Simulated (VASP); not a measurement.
# Zn5O2 (Immm) in VASP: relaxation of cell and atoms with PBE

Aim: the relaxation of cell and atoms of Zn5O2 with PBE.

All numbers are computed with VASP 6.6.1; they aren't measurements. Logs are shortened: lines on timing, memory, paths and dates and some standing lists are left out, and cuts for length are marked.

## 1. The cell of the first run

The structure is orthorhombic, space group Immm (No. 71). Conventional cell: a = 5.484 Å, b = 5.556 Å, c = 6.007 Å, α = 90.00°, β = 90.00°, γ = 90.00°. Within 2.5 Å of Zn (site symmetry m) lie 2 Zn at 1.86 to 1.91 Å and 2 O at 2.34 Å. Within 2.5 Å of Zn (site symmetry mmm) lie 4 Zn at 1.91 Å and 2 O at 2.13 Å. O (site symmetry m2m) has 1 O at 1.30 Å within 1.7 Å.

The cell was built from a structure type or drawn by symmetry, and may not be a known phase.

## 2. Relaxation of cell and atoms, PBE

Input file INCAR:

```
  ALGO = Normal
  EDIFF = 1E-7
  EDIFFG = -0.08
  ENCUT = 600
  GGA = PE
  GGA_COMPAT = False
  IBRION = 2
  ISIF = 3
  ISMEAR = 0
  LASPH = True
  LCHARG = False
  LREAL = False
  LWAVE = False
  NELM = 120
  NELMIN = 4
  NSW = 36
  PREC = Accurate
  SIGMA = 0.2
```

Input file KPOINTS:

```
k-points
0
Gamma
  4 4 4
```

Input file POSCAR:

```
Zn5O2
1.0
   -2.7418689700      2.7781534500      3.0036984900
    2.7418689700     -2.7781534500      3.0036984900
    2.7418689700      2.7781534500     -3.0036984900
Zn O
5 2
Direct
    0.7777849900      0.1078360500      0.3300510700
    0.7777849900      0.4477339200      0.6699489300
    0.2222150100      0.5522660800      0.3300510700
    0.2222150100      0.8921639500      0.6699489300
    0.5000000000      0.0000000000      0.5000000000
    0.8830586600      0.0000000000      0.8830586600
    0.1169413400      0.0000000000      0.1169413400
```

Potentials or basis: VASP PAW PBE potentials, release 64 (Zn, O).

Launch:

```sh
cat potpaw_PBE.64/Zn/POTCAR potpaw_PBE.64/O/POTCAR > POTCAR
mpirun -np 1 vasp_std > vasp.out
```

OUTCAR:

```text
EDIFF = 1E-7
   EDIFFG = -0.08
   ENCUT = 600
   GGA = PE
   IBRION = 2
   ISIF = 3
   ISMEAR = 0
   LASPH = True
   LREAL = False
   NELM = 120
   NELMIN = 4
   NSW = 36
   PREC = Accurate

 ion  position               nearest neighbor table
   1  0.778  0.108  0.330-   2 1.86   5 1.91   7 2.34   6 2.34   3 2.67   4 2.93   4 2.93
   2  0.778  0.448  0.670-   1 1.86   5 1.91   6 2.34   7 2.34   4 2.67   3 2.93   3 2.93
   3  0.222  0.552  0.330-   4 1.86   5 1.91   6 2.34   7 2.34   1 2.67   2 2.93   2 2.93
   4  0.222  0.892  0.670-   3 1.86   5 1.91   6 2.34   7 2.34   2 2.67   1 2.93   1 2.93
   5  0.500  0.000  0.500-   1 1.91   4 1.91   3 1.91   2 1.91   6 2.13   7 2.13
   6  0.883  0.000  0.883-   7 1.30   5 2.13   4 2.34   3 2.34   2 2.34   1 2.34
   7  0.117  0.000  0.117-   6 1.30   5 2.13   1 2.34   3 2.34   2 2.34   4 2.34

  LATTYP: Found a body centered orthorhombic cell.
 ALAT       =     5.4837379400
 B/A-ratio  =     1.0132334843
 C/A-ratio  =     1.0954930826

  Lattice vectors:

 A1 = (  -2.7418689700,   2.7781534500,   3.0036984900)
 A2 = (   2.7418689700,  -2.7781534500,   3.0036984900)
 A3 = (   2.7418689700,   2.7781534500,  -3.0036984900)

Analysis of symmetry for initial positions (statically):
=====================================================================
 Subroutine PRICEL returns:
 Original cell was already a primitive cell.

 Routine SETGRP: Setting up the symmetry group for a
 body centered orthorhombic supercell.

 Subroutine GETGRP returns: Found  8 space group operations
 (whereof  8 operations were pure point group operations)
 out of a pool of  8 trial point group operations.

The static configuration has the point symmetry D_2h.

Analysis of symmetry for dynamics (positions and initial velocities):
=====================================================================
 Subroutine PRICEL returns:
 Original cell was already a primitive cell.

 Routine SETGRP: Setting up the symmetry group for a
 body centered orthorhombic supercell.

 Subroutine GETGRP returns: Found  8 space group operations
 (whereof  8 operations were pure point group operations)
 out of a pool of  8 trial point group operations.

The dynamic configuration has the point symmetry D_2h.

 Subroutine INISYM returns: Found  8 space group operations
 (whereof  8 operations are pure point group operations),
 and found     1 'primitive' translations

----------------------------------------------------------------------------------------

                                     Primitive cell

  volume of cell :      91.5207

  direct lattice vectors                    reciprocal lattice vectors
[... 88 lines left out ...]
   ENCUT  =  600.0 eV  44.10 Ry    6.64 a.u.   9.84  9.84  9.84*2*pi/ulx,y,z
   NELM   =    120;   NELMIN=  4; NELMDL= -5     # of ELM steps
   EDIFF  = 0.1E-06   stopping-criterion for ELM
   LREAL  =      F    real-space projection
   EDIFFG = -.8E-01   stopping-criterion for IOM
   NSW    =     36    number of steps for IOM
   IBRION =      2    ionic relax: 0-MD 1-quasi-New 2-CG
   NFREE  =      1    steps in history (QN), initial steepest desc. (CG)
   ISIF   =      3    stress and relaxation
   ISYM   =      2    0-nonsym 1-usesym 2-fastsym
   POTIM  = 0.5000    time-step for ionic-motion
   TEBEG  =    0.0;   TEEND  =   0.0 temperature during run
   PSTRESS=    0.0 pullay stress
   NELECT =      72.0000    total number of electrons
   NUPDOWN=      -1.0000    fix difference up-down
   EMIN   =  10.00;   EMAX   =-10.00  energy-range for DOS
   EFERMI =   0.00;   METHOD = LEGACY
   ISMEAR =     0;   SIGMA  =   0.20  broadening in eV -4-tet -1-fermi 0-gaus
   EFERMI_NEDOS =   21; number of points for ismear=-14 and -15
   IALGO  =     38    algorithm
   IMIX   =      4    mixing-type and parameters
     AMIX     =   0.40;   BMIX     =  1.00
     AMIX_MAG =   1.60;   BMIX_MAG =  1.00
  volume/ion in A,a.u.               =      13.07        88.23
  Fermi-wavevector in a.u.,A,eV,Ry     =   1.511283  2.855912 31.075401  2.283978
  Thomas-Fermi vector in A             =   2.621361
   LORBIT       =      0    0 simple, 1 ext, 2 COOP (PROOUT), +10 PAW based schemes
   GGA     = PE    functional components
   LHFCALC =     F    Hartree Fock is set to
   AEXX    =    0.0000 exact exchange contribution
   IVDW    =     0    specifies the selected vdW correction
   LEPSILON=     F    determine dielectric tensor
   LRPA    =     F    only Hartree local field effects (RPA)
 conjugate gradient relaxation of ions
 non-spin polarized calculation
 Gauss-broadening in eV      SIGMA  =   0.20
  energy-cutoff  :      600.00
  volume of cell :       91.52
 maximum number of plane-waves:      3080
   NGX = 19   NGY = 19   NGZ = 19

--------------------------------------- Ionic step        1  -------------------------------------------

 number of electron      71.9999996 magnetization

 Free energy of the ion-electron system (eV)
  ---------------------------------------------------
  ext. energy  EPLUGINS =         0.00000000
  ---------------------------------------------------
  free energy    TOTEN  =        -1.38800951 eV

  energy without entropy =       -1.33912297  energy(sigma->0) =       -1.36356624

------------------------ aborting loop because EDIFF is reached ----------------------------------------

  FORCE on cell =-STRESS in cart. coord.  units (eV):
  Direction    XX          YY          ZZ          XY          YZ          ZX
  --------------------------------------------------------------------------------------
  -------------------------------------------------------------------------------------
  Total       54.6120208     21.9117237     52.0081384      0.0000000      0.0000000      0.0000000
  in kB      956.0477302    383.5905252    910.4637030      0.0000000      0.0000000      0.0000000
  external PRESSURE =     750.0339861 kB  Pullay stress =       0.0000000 kB
[... 942 lines left out ...]
     42       2.8502      0.00000
     43       3.2344      0.00000

[... ionic steps 4 to 20 ...]

--------------------------------------- Ionic step       21  -------------------------------------------

 number of electron      72.0000069 magnetization

------------------------ aborting loop because EDIFF is reached ----------------------------------------
[... 912 lines left out ...]
--------------------------------------- Ionic step       23  -------------------------------------------

 number of electron      72.0000020 magnetization

 Free energy of the ion-electron system (eV)
  ---------------------------------------------------
  ext. energy  EPLUGINS =         0.00000000
  ---------------------------------------------------
  free energy    TOTEN  =       -17.40026502 eV

  energy without entropy =      -17.36022912  energy(sigma->0) =      -17.38024707

 E-fermi :   1.5170     XC(G=0):  -9.9724

 val. band max:        1.5056232607   @ k =   0.5000   0.5000   0.5000
 cond. band min:       1.5339076077   @ k =   0.0000   0.0000   0.0000
 fundamental gap:      0.0282843470
 Fermi energy:         1.5170419614
[... 860 lines left out ...]
  FREE ENERGIE OF THE ION-ELECTRON SYSTEM (eV)
  ---------------------------------------------------
  free  energy   TOTEN  =       -17.4002650245 eV

  energy  without entropy=      -17.3602291154  energy(sigma->0) =      -17.38024707

 reached required accuracy - stopping structural energy minimisation
```

It took 42 min on 1 thread of Intel Xeon 8259CL, shared host; peak memory 0.29 GiB.

What came out:

| Property | Result |
| --- | --- |
| Free energy | -17.4003 eV |
| Relaxed volume | 16.68 Å³/atom |
| Relaxed cell | a = 5.457 Å, b = 5.457 Å, c = 5.457 Å, α = 125.83°, β = 106.47°, γ = 97.53° |
| Space group after relaxing (to 0.1 Å) | Immm (No. 71) |
| Energy gained by relaxing | 2287.5 meV/atom |
| Ionic steps | 23 |
| Pressure after relaxing | -0.3 GPa |
| Largest force after relaxing | 0.046 eV/Å |
| Band gap on the k mesh | zero (bands 36 and 37 overlap by 0.54 eV) |

Forces in eV/Å, atoms in the order of the input:
```
Zn  -0.008  0.000  0.020
Zn   0.008  0.000  0.020
Zn  -0.008  0.000 -0.020
Zn   0.008  0.000 -0.020
Zn   0.000  0.000  0.000
O    0.000 -0.046  0.000
O    0.000  0.046  0.000
```

Stress tensor (GPa, compression positive):
```
-0.73  0.00  0.00
 0.00 -0.48  0.00
 0.00  0.00  0.30
```

Step by step:
```
step  energy change (eV)  largest force (eV/Å)  pressure (GPa)  volume (Å³)
   1              0.0000               15.5745           75.00        91.52
   2            -11.9967                2.4640           -9.09       196.96
   3            -12.2140                2.7603           -8.65       188.95
   4            -12.3555                3.0262           -8.25       182.72
   5            -12.7341                4.1731           -4.67       150.33
   6            -12.2835                3.0316            5.22       118.63
   7            -12.7859                4.3405           -3.38       144.14
   8            -14.3188                0.7974           -3.95       139.24
   9            -14.4375                0.3336           -3.38       137.93
  10            -14.4525                0.7590           -3.01       137.32
  11            -14.8803                0.8666           -1.68       129.37
  12            -15.0182                2.9555           12.67       105.70
  13            -15.2936                0.7961            1.10       120.58
  14            -15.3392                1.9685            7.97       110.01
  15            -15.4142                1.1363            3.71       115.67
  16            -15.6521                1.2160            3.30       114.47
  17            -15.7716                1.4453            3.72       112.54
  18            -15.9424                0.6611            0.88       115.07
  19            -15.9730                0.3197           -0.66       116.78
  20            -15.9905                0.2407           -0.34       116.26
  21            -16.0041                0.1055            0.39       115.23
  22            -16.0073                0.0838            0.21       115.62
  23            -16.0123                0.0456           -0.30       116.79
```

Final structure:
```
Zn O
1.0
    -2.48484    3.26649    3.59720
     2.48484   -3.26649    3.59720
     2.48484    3.26649   -3.59720
Zn O
5 2
Direct
  0.82128 0.07381 0.25253
  0.82128 0.56875 0.74747
  0.17872 0.43125 0.25253
  0.17872 0.92619 0.74747
  0.50000 0.00000 0.50000
  0.80879 0.00000 0.80879
  0.19121 0.00000 0.19121
```

Caveat: the k points lie up to 0.38 Å⁻¹ apart in the final cell, too coarse for converged energies and pressures of a metal; the volume moved by over 15 % at a fixed basis, so the end points are rough; semilocal functionals underestimate gaps, so a narrow gap can read as zero; the relaxation stopped at a loose force limit of 0.08 eV/Å, so its end isn't a converged minimum.
